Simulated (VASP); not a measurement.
Here is a VASP 6.6.1 calculation.

POSCAR

```
CrCdNi2S4
1.0
    0.0000000000      5.3557252200      0.0000000000
    5.3557252200      0.0000000000      0.0000000000
    2.6778626100      2.6778626100     -5.2119417600
Cd Cr Ni S
1 1 2 4
Direct
    0.0000000000      0.0000000000      0.0000000000
    0.5000000000      0.5000000000      0.0000000000
    0.2500000000      0.7500000000      0.5000000000
    0.7500000000      0.2500000000      0.5000000000
    0.6034200000      0.6034200000      0.2735600000
    0.3965800000      0.8769800000      0.7264400000
    0.1230200000      0.1230200000      0.2735600000
    0.8769800000      0.3965800000      0.7264400000
```

INCAR.step1

```
SYSTEM = CrCdNi2S4
PREC = Accurate
ENCUT = 520
ISMEAR = -1
SIGMA = 0.1
LREAL = .FALSE.
LASPH = .TRUE.
NELM = 100
NBANDS = 44
GGA = PE
ALGO = Normal
EDIFF = 1E-4
LWAVE = .TRUE.
LCHARG = .FALSE.
```

INCAR.step2

```
SYSTEM = CrCdNi2S4
PREC = Accurate
ENCUT = 520
EDIFF = 1E-6
ISMEAR = -1
SIGMA = 0.1
LREAL = .FALSE.
LASPH = .TRUE.
NELM = 100
ALGO = Normal
ISIF = 2
LWAVE = .FALSE.
LCHARG = .FALSE.
METAGGA = R2SCAN
LMIXTAU = .TRUE.
NBANDS = 44
ISTART = 1
```

Contents of KPOINTS:

```
Automatic mesh
0
G
  5 5 5
  0 0 0
```

Potentials or basis: VASP PAW PBE potentials, release 64 (Cd, Cr_pv, Ni, S).

Command:

```bash
$ cat potpaw_PBE.64/Cd/POTCAR potpaw_PBE.64/Cr_pv/POTCAR potpaw_PBE.64/Ni/POTCAR potpaw_PBE.64/S/POTCAR > POTCAR
$ cp INCAR.step1 INCAR
$ mpirun -np 1 vasp_std > vasp.out
$ cp INCAR.step2 INCAR
$ mpirun -np 1 vasp_std > vasp.out
```

Q: Predict the band gap on the k mesh.

A: Zero (bands 34 and 35 overlap by 0.49 eV).

Q: What does it give for the pressure?

A: -3.7 GPa.

Forces on the atoms (eV/Å):
```
Cd   0.000  0.000  0.000
Cr   0.000  0.000  0.000
Ni   0.000  0.000  0.000
Ni   0.000  0.000  0.000
S   -1.323 -1.323  0.144
S   -1.323  1.323 -0.144
S    1.323  1.323  0.144
S    1.323 -1.323 -0.144
```

Caveat: the cell stands under tension; the PAW data sets were made with another functional, which shifts forces and pressure a little; the run has no spin polarisation, though such a crystal can be magnetic. With open d or f shells a metallic result of r2SCAN can be an artefact of self-interaction; +U or a hybrid may open a gap.
